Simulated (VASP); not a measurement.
# Pd (Im-3m) in VASP: notebook

The runs below take Pd through single point, with PBE.

All numbers are computed with VASP 6.6.1; they aren't measurements. Logs are shortened: lines on timing, memory, paths and dates and some standing lists are left out, and cuts for length are marked.

## Step 1: The cell of the first run

The structure is cubic, space group Im-3m (No. 229). The conventional cell has a = 2.313 Å, b = 2.313 Å, c = 2.313 Å, α = 90.00°, β = 90.00°, γ = 90.00°. Pd (site symmetry m-3m) has 14 Pd at 2.00 to 2.31 Å within 2.7 Å.

## Step 2: Single point, PBE (volume scaled by 0.4)

INCAR reads:

```
SYSTEM = Pd
PREC = Accurate ; ENCUT = 520
EDIFF = 1E-7 ; ISMEAR = -1
SIGMA = 0.08 ; LREAL = .False.
LASPH = .True. ; NELM = 100
ALGO = Normal ; ISIF = 2
LWAVE = .False. ; LCHARG = .True.
GGA = PE ; LELF = .True.
LVHAR = .True. ; NBANDS = 11
```

KPOINTS reads:

```
regular mesh
0
Gamma
  19 19 19
  0 0 0
```

POSCAR reads:

```
Pd
1.0
   -1.1565248346      1.1565248346      1.1565248346
    1.1565248346     -1.1565248346      1.1565248346
    1.1565248346      1.1565248346     -1.1565248346
Pd
1
Direct
    0.0000000000      0.0000000000      0.0000000000
```

Potentials or basis: VASP PAW PBE potentials, release 64 (Pd).

The run is started by

```sh
cat potpaw_PBE.64/Pd/POTCAR > POTCAR
mpirun -np 1 vasp_std > vasp.out
```

OUTCAR:

```text
SYSTEM = Pd
   PREC = Accurate
   ENCUT = 520
   EDIFF = 1E-7
   ISMEAR = -1
   LREAL = .False.
   LASPH = .True.
   NELM = 100
   ISIF = 2
   GGA = PE

 ion  position               nearest neighbor table
   1  0.000  0.000  0.000-

  LATTYP: Found a body centered cubic cell.
 ALAT       =     2.3130496692

  Lattice vectors:

 A1 = (  -1.1565248346,   1.1565248346,   1.1565248346)
 A2 = (   1.1565248346,  -1.1565248346,   1.1565248346)
 A3 = (   1.1565248346,   1.1565248346,  -1.1565248346)

Analysis of symmetry for initial positions (statically):
=====================================================================
 Subroutine PRICEL returns:
 Original cell was already a primitive cell.

 Routine SETGRP: Setting up the symmetry group for a
 body centered cubic supercell.

 Subroutine GETGRP returns: Found 48 space group operations
[... 9 lines left out ...]

 Routine SETGRP: Setting up the symmetry group for a
 body centered cubic supercell.

 Subroutine GETGRP returns: Found 48 space group operations
[... 11 lines left out ...]
                                     Primitive cell

  volume of cell :       6.1876

  direct lattice vectors                    reciprocal lattice vectors
    -1.156524835  1.156524835  1.156524835     0.000000000  0.432329670  0.432329670
     1.156524835 -1.156524835  1.156524835     0.432329670  0.000000000  0.432329670
     1.156524835  1.156524835 -1.156524835     0.432329670  0.432329670  0.000000000

  length of vectors
     2.003159774  2.003159774  2.003159774     0.611406483  0.611406483  0.611406483

  position of ions in fractional coordinates (direct lattice)
     0.000000000  0.000000000  0.000000000

  ion indices of the primitive-cell ions
   primitive index   ion index
                 1           1

----------------------------------------------------------------------------------------

 KPOINTS: regular mesh

Automatic generation of k-mesh.
 Grid dimensions read from file:
 generate k-points for:   19   19   19

 Generating k-lattice:

  Cartesian coordinates                     Fractional coordinates (reciprocal lattice)
     0.000000000  0.022754193  0.022754193     0.052631579  0.000000000  0.000000000
     0.022754193  0.000000000  0.022754193     0.000000000  0.052631579  0.000000000
     0.022754193  0.022754193  0.000000000     0.000000000  0.000000000  0.052631579

  Length of vectors
     0.032179289  0.032179289  0.032179289

  Shift w.r.t. Gamma in fractional coordinates (k-lattice)
     0.000000000  0.000000000  0.000000000

 Subroutine IBZKPT returns following result:
 ===========================================

 Found    220 irreducible k-points:

 Following reciprocal coordinates:
            Coordinates               Weight
  0.000000  0.000000  0.000000      1.000000
  0.052632  0.000000  0.000000     12.000000
  0.105263  0.000000  0.000000     12.000000
  0.157895  0.000000  0.000000     12.000000
  0.210526  0.000000  0.000000     12.000000
  0.263158  0.000000  0.000000     12.000000
[... 16 lines left out ...]
  0.263158  0.105263 -0.000000     48.000000
  0.315789  0.105263  0.000000     48.000000
 [... further k-points ...]
   k-points           NKPTS =    220   k-points in BZ     NKDIM =    220   number of bands    NBANDS=     11
   number of dos      NEDOS =    301   number of ions     NIONS =      1
   total plane-waves  NPLWV =   4096
   dimension x,y,z NGX =    16 NGY =   16 NGZ =   16
   dimension x,y,z NGXF=    32 NGYF=   32 NGZF=   32
   ions per type =               1
   NGX,Y,Z   is equivalent  to a cutoff of  13.28, 13.28, 13.28 a.u.
   NGXF,Y,Z  is equivalent  to a cutoff of  26.56, 26.56, 26.56 a.u.
 SYSTEM =  Pd
   PREC   = accura    normal or accurate (medium, high low for compatibility)
   ISTART =      0    job   : 0-new  1-cont  2-samecut
   ICHARG =      2    charge: 1-file 2-atom 10-const
   ISPIN  =      1    spin polarized calculation?
   LNONCOLLINEAR =      F non collinear calculations
   LSORBIT =      F    spin-orbit coupling
   LASPH  =      T    aspherical Exc in radial PAW
   ENCUT  =  520.0 eV  38.22 Ry    6.18 a.u.   3.72  3.72  3.72*2*pi/ulx,y,z
   NELM   =    100;   NELMIN=  2; NELMDL= -5     # of ELM steps
   EDIFF  = 0.1E-06   stopping-criterion for ELM
   LREAL  =      F    real-space projection
   EDIFFG = 0.1E-05   stopping-criterion for IOM
   NSW    =      0    number of steps for IOM
   IBRION =     -1    ionic relax: 0-MD 1-quasi-New 2-CG
   NFREE  =      0    steps in history (QN), initial steepest desc. (CG)
   ISIF   =      2    stress and relaxation
   ISYM   =      2    0-nonsym 1-usesym 2-fastsym
   POTIM  = 0.5000    time-step for ionic-motion
   TEBEG  =    0.0;   TEEND  =   0.0 temperature during run
   PSTRESS=    0.0 pullay stress
   NELECT =      10.0000    total number of electrons
   NUPDOWN=      -1.0000    fix difference up-down
   EMIN   =  10.00;   EMAX   =-10.00  energy-range for DOS
   EFERMI =   0.00;   METHOD = LEGACY
   ISMEAR =    -1;   SIGMA  =   0.08  broadening in eV -4-tet -1-fermi 0-gaus
   EFERMI_NEDOS =   21; number of points for ismear=-14 and -15
   IALGO  =     38    algorithm
   IMIX   =      4    mixing-type and parameters
     AMIX     =   0.40;   BMIX     =  1.00
     AMIX_MAG =   1.60;   BMIX_MAG =  1.00
  volume/ion in A,a.u.               =       6.19        41.76
  Fermi-wavevector in a.u.,A,eV,Ry     =   1.921173  3.630491 50.217835  3.690907
  Thomas-Fermi vector in A             =   2.955542
   LORBIT       =      0    0 simple, 1 ext, 2 COOP (PROOUT), +10 PAW based schemes
   GGA     = PE    functional components
   LHFCALC =     F    Hartree Fock is set to
   AEXX    =    0.0000 exact exchange contribution
   IVDW    =     0    specifies the selected vdW correction
   LEPSILON=     F    determine dielectric tensor
   LRPA    =     F    only Hartree local field effects (RPA)
 non-spin polarized calculation
  energy-cutoff  :      520.00
  volume of cell :        6.19
 maximum number of plane-waves:       177
   NGX =  7   NGY =  7   NGZ =  7

 number of electron      10.0000000 magnetization

 number of electron       9.9999998 magnetization

 Free energy of the ion-electron system (eV)
  ---------------------------------------------------
  ext. energy  EPLUGINS =         0.00000000
  ---------------------------------------------------
  free energy    TOTEN  =        12.91793328 eV

  energy without entropy =       12.92239394  energy(sigma->0) =       12.92016361

 E-fermi :  34.0972     XC(G=0): -19.2849

 val. band max:       34.0120199938   @ k =   0.4211   0.1053   0.0000
 cond. band min:      34.2008610782   @ k =   0.2632   0.0526   0.0526
 fundamental gap:      0.1888410844
 Fermi energy:        34.0971939667

 k-point     1 :       0.0000    0.0000    0.0000
  band No.  band energies     occupation
      1      19.3594      2.00000
      2      22.9917      2.00000
      3      22.9917      2.00000
      4      22.9917      2.00000
      5      29.4186      2.00000
      6      29.4186      2.00000
      7      49.4533      0.00000
      8      49.4533      0.00000
      9      49.4533      0.00000
     10      55.8391      0.00000
     11      60.7837      0.00000

 k-point     2 :       0.0526    0.0000    0.0000
  band No.  band energies     occupation
      1      19.6290      2.00000
      2      22.8269      2.00000
      3      22.9786      2.00000
      4      23.2524      2.00000
      5      29.1361      2.00000
      6      29.4145      2.00000
      7      49.6972      0.00000
      8      49.9042      0.00000
      9      50.1732      0.00000
     10      55.8382      0.00000
     11      60.7642      0.00000

 k-point     3 :       0.1053    0.0000    0.0000
  band No.  band energies     occupation
      1      20.2674      2.00000
      2      22.3715      2.00000
      3      23.0266      2.00000
      4      24.0243      2.00000
      5      28.5338      2.00000
      6      29.4173      2.00000
      7      50.3500      0.00000
      8      51.2171      0.00000
      9      52.0745      0.00000
     10      55.8350      0.00000
     11      60.7774      0.00000

 k-point     4 :       0.1579    0.0000    0.0000
  band No.  band energies     occupation
      1      20.5383      2.00000
      2      21.7200      2.00000
      3      23.6897      2.00000
      4      25.2768      2.00000
      5      28.0825      2.00000
      6      29.4636      2.00000
      7      51.1396      0.00000
      8      53.2922      0.00000
      9      54.5275      0.00000
     10      55.8315      0.00000
     11      60.5618      0.00000

 k-point     5 :       0.2105    0.0000    0.0000
  band No.  band energies     occupation
      1      19.9250      2.00000
      2      20.9820      2.00000
      3      25.3716      2.00000
      4      26.9569      2.00000
      5      28.0605      2.00000
      6      29.5934      2.00000
      7      51.5341      0.00000
      8      55.7866      0.00000
      9      56.0131      0.00000
     10      56.6747      0.00000
     11      60.4782      0.00000
[... 211 lines left out ...]
 k-point    21 :       0.1579    0.1053    0.0000
  band No.  band energies     occupation
      1      20.2986      2.00000
      2      21.2639      2.00000
      3      23.6433      2.00000
      4      27.3958      2.00000
      5      28.9052      2.00000
      6      30.4327      2.00000
      7      52.6320      0.00000
      8      55.1727      0.00000
      9      55.8513      0.00000
     10      57.2835      0.00000
     11      60.7945      0.00000

 k-point    22 :       0.2105    0.1053    0.0000
  band No.  band energies     occupation
      1      19.4335      2.00000
      2      20.4914      2.00000
      3      25.2194      2.00000
      4      27.6757      2.00000
      5      30.4635      2.00000
      6      31.8674      2.00000
      7      52.1625      0.00000
      8      55.6871      0.00000
      9      56.3273      0.00000
     10      58.7779      0.00000
     11      61.0202      0.00000

 k-point    23 :       0.2632    0.1053   -0.0000
  band No.  band energies     occupation
      1      18.5063      2.00000
      2      19.8729      2.00000
      3      26.7039      2.00000
      4      28.4706      2.00000
      5      31.0753      2.00000
      6      34.4406      0.02698
      7      50.7539      0.00000
      8      55.6199      0.00000
      9      56.6575      0.00000
     10      60.4697      0.00000
     11      61.1229      0.00000

 k-point    24 :       0.3158    0.1053    0.0000
  band No.  band energies     occupation
      1      17.7040      2.00000
      2      19.4074      2.00000
      3      27.7459      2.00000
      4      29.5316      2.00000
      5      31.8500      2.00000
      6      37.0093      0.00000
      7      49.3269      0.00000
      8      55.2922      0.00000
      9      56.4160      0.00000
     10      60.7103      0.00000
     11      61.0517      0.00000

 [... further k-points ...]
[... 5 lines left out ...]
  --------------------------------------------------------------------------------------
  -------------------------------------------------------------------------------------
  Total       56.7348452     56.7348452     56.7348452      0.0000000     -0.0000000      0.0000000
  in kB    14690.4661208  14690.4661208  14690.4661208      0.0000000     -0.0000000      0.0000000
  external PRESSURE =   14690.4661208 kB  Pullay stress =       0.0000000 kB

 VOLUME and BASIS-vectors are now :
 -----------------------------------------------------------------------------
  energy-cutoff  :      520.00
  volume of cell :        6.19
      direct lattice vectors                 reciprocal lattice vectors
    -1.156524835  1.156524835  1.156524835     0.000000000  0.432329670  0.432329670
     1.156524835 -1.156524835  1.156524835     0.432329670  0.000000000  0.432329670
     1.156524835  1.156524835 -1.156524835     0.432329670  0.432329670  0.000000000

 POSITION                                       TOTAL-FORCE (eV/Angst)
 -----------------------------------------------------------------------------------
      0.00000      0.00000      0.00000        -0.000000      0.000000     -0.000000
 -----------------------------------------------------------------------------------
    total drift:                                0.000000      0.000000     -0.000000

  FREE ENERGIE OF THE ION-ELECTRON SYSTEM (eV)
  ---------------------------------------------------
  free  energy   TOTEN  =        12.9179332838 eV

  energy  without entropy=       12.9223939430  energy(sigma->0) =       12.92016361
```

Wall time 9.1 s (1 thread of Intel Xeon Platinum 8259CL at 2.50GHz (Skylake/Cascade Lake), shared host); peak memory 0.12 GiB.

The run converged, but its numbers aren't listed here, since they failed a check.

## Step 3: Single point, PBE (volume scaled by 0.4)

INCAR reads:

```
PREC = Accurate
ENCUT = 520
EDIFF = 1E-7
ISMEAR = -1
SIGMA = 0.08
LREAL = False
LASPH = True
NELM = 80
ALGO = Normal
ISIF = 2
LWAVE = False
LCHARG = False
GGA = PE
NBANDS = 11
```

KPOINTS reads:

```
Automatic mesh
0
Gamma
  19 19 19
```

POSCAR is that of step 2.

Potentials or basis: VASP PAW PBE potentials, release 64 (Pd).

The run is started by

```sh
cat potpaw_PBE.64/Pd/POTCAR > POTCAR
mpirun -np 1 vasp_std > vasp.out
```

It took 9.1 s on 1 thread of Intel Xeon Platinum 8259CL at 2.50GHz (Skylake/Cascade Lake), shared host; peak memory 0.12 GiB.

The run converged, but its numbers aren't listed here, since they failed a check.

## Step 4: Single point, PBE (volume scaled by 0.55)

INCAR reads:

```
SYSTEM = Pd
PREC = Accurate
ENCUT = 520
EDIFF = 1E-6
ISMEAR = -1
SIGMA = 0.08
LREAL = .FALSE.
LASPH = .TRUE.
NELM = 60
ALGO = Normal
ISIF = 2
LWAVE = .FALSE.
LCHARG = .FALSE.
GGA = PE
NBANDS = 11
```

KPOINTS reads:

```
regular mesh
0
G
  19 19 19
  0 0 0
```

POSCAR reads:

```
Pd
1.0
   -1.2860441032      1.2860441032      1.2860441032
    1.2860441032     -1.2860441032      1.2860441032
    1.2860441032      1.2860441032     -1.2860441032
Pd
1
Direct
    0.0000000000      0.0000000000      0.0000000000
```

The run is started by

```sh
cat potpaw_PBE.64/Pd/POTCAR > POTCAR
mpirun -np 1 vasp_std > vasp.out
```

Wall time 16 s (1 thread of Intel Xeon Platinum 8259CL at 2.50GHz (Skylake/Cascade Lake), shared host); peak memory 0.13 GiB.

The run converged. Its results:

- Free energy: 0.3540 eV
- Pressure: 463.9 GPa
- Band gap on the k mesh: zero (band 5 reaches 24.15 eV, above the bottom of band 6 at 19.75 eV)

Levels at points of the mesh, in eV from the Fermi level:
| k point | band 3 | band 4 | band 5 | band 6 | band 7 | band 8 |
| --- | --- | --- | --- | --- | --- | --- |
| (0.00, 0.00, 0.00) | -6.87 | -6.87 | -2.50 | -2.50 | 18.62 | 18.62 |

## Step 5: Single point, PBE (volume scaled by 0.65)

INCAR reads:

```
PREC = Accurate
ENCUT = 520
EDIFF = 1E-6
ISMEAR = -1
SIGMA = 0.08
LREAL = F
LASPH = T
NELM = 100
ALGO = Normal
ISIF = 2
LWAVE = F
LCHARG = T
GGA = PE
LELF = T
LVHAR = T
NBANDS = 11
```

KPOINTS reads:

```
Automatic mesh
0
Gamma
  19 19 19
```

POSCAR reads:

```
Pd
1.0
   -1.3596884804      1.3596884804      1.3596884804
    1.3596884804     -1.3596884804      1.3596884804
    1.3596884804      1.3596884804     -1.3596884804
Pd
1
Direct
    0.0000000000      0.0000000000      0.0000000000
```

The run is started by

```sh
cat potpaw_PBE.64/Pd/POTCAR > POTCAR
mpirun -np 1 vasp_std > vasp.out
```

Run time: 17 s. Hardware: 1 thread of Intel Xeon Platinum 8259CL at 2.50GHz (Skylake/Cascade Lake), shared host; peak memory 0.14 GiB.

It converged, with:

* Free energy: -2.8043 eV
* Pressure: 219.9 GPa
* Band gap on the k mesh: zero (band 5 reaches 19.03 eV, above the bottom of band 6 at 15.78 eV)

Levels at points of the mesh, in eV from the Fermi level:
| k point | band 2 | band 3 | band 4 | band 5 | band 6 | band 7 | band 8 | band 9 |
| --- | --- | --- | --- | --- | --- | --- | --- | --- |
| (0.00, 0.00, 0.00) | -5.32 | -5.32 | -5.32 | -1.84 | -1.84 | 19.37 | 19.37 | 19.37 |

## Step 6: Single point, PBE (volume scaled by 0.65)

INCAR reads:

```
SYSTEM = Pd
ALGO = Normal ; EDIFF = 1E-7
ENCUT = 520 ; GGA = PE
ISIF = 2 ; ISMEAR = -1
LASPH = .TRUE. ; LCHARG = .TRUE.
LELF = .TRUE. ; LREAL = .FALSE.
LVHAR = .TRUE. ; LWAVE = .FALSE.
NBANDS = 11 ; NELM = 100
PREC = Accurate ; SIGMA = 0.08
```

KPOINTS reads:

```
k-points
0
G
  19 19 19
  0 0 0
```

POSCAR is that of step 5.

Potentials or basis: VASP PAW PBE potentials, release 64 (Pd).

The run is started by

```sh
cat potpaw_PBE.64/Pd/POTCAR > POTCAR
mpirun -np 1 vasp_std > vasp.out
```

It took 19 s on 1 thread of Intel Xeon Platinum 8259CL at 2.50GHz (Skylake/Cascade Lake), shared host; peak memory 0.14 GiB.

Results (log left out):

```yaml
Free_energy: -2.8043 eV
Pressure: 219.9 GPa
Band_gap_on_the_k_mesh: zero (band 5 reaches 19.03 eV, above the bottom of band 6 at 15.78 eV)
```

Levels at points of the mesh, in eV from the Fermi level:
```csv
k point,band 2,band 3,band 4,band 5,band 6,band 7,band 8,band 9
"(0.00, 0.00, 0.00)",-5.32,-5.32,-5.32,-1.84,-1.84,19.37,19.37,19.37
```
